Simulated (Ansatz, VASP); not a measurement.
# One calculation of Si, two programs

```
Si
1.0
     3.83132    0.00000    0.00000
    -1.91566    2.82032    0.00000
     0.00000    0.00000    6.33262
Si
4
Cartesian
  0.0000 1.8802 0.3990
  1.9157 0.9401 3.5653
  0.0000 1.8802 2.7673
  1.9157 0.9401 5.9336
```

Change from the starting cell: strain -0.1500 x Voigt [0, 1, 0, 0, 0, 0], atoms carried along.

Alike in both runs: task single point; functional LDA; k mesh 12 × 12 × 6; occupations gaussian, width 0.03 eV; no spin polarisation.

|  | VASP | Ansatz |
| --- | --- | --- |
| version | VASP 6.6.1 | Ansatz 0.2.0 |
| potentials or method | VASP PAW LDA potentials, release 64 (Si), cutoff 520 eV | scalar-relativistic, plane waves, PAW |
| valence electrons in the cell | 16 | 16 |

Ansatz gave:

- gap on the k mesh at the Fermi level (eV): none
- pressure (GPa): 21.0
- traceless stress, the component that is largest in VASP (GPa): 30.20
- rms of the force components (eV/Å): 2.130

Task: Estimate VASP's values.

Result: gap on the k mesh at the Fermi level (eV): none; pressure (GPa): 21.1; traceless stress, the component that is largest in VASP (GPa): 30.27; rms of the force components (eV/Å): 2.132.

LDA's correlation is that of Perdew and Zunger in VASP and of Perdew and Wang (1992) in Ansatz. Atom by atom the forces differ by 0.002 eV/Å (rms over components). A gap of «none» marks a metal or a gap that the smearing closes.
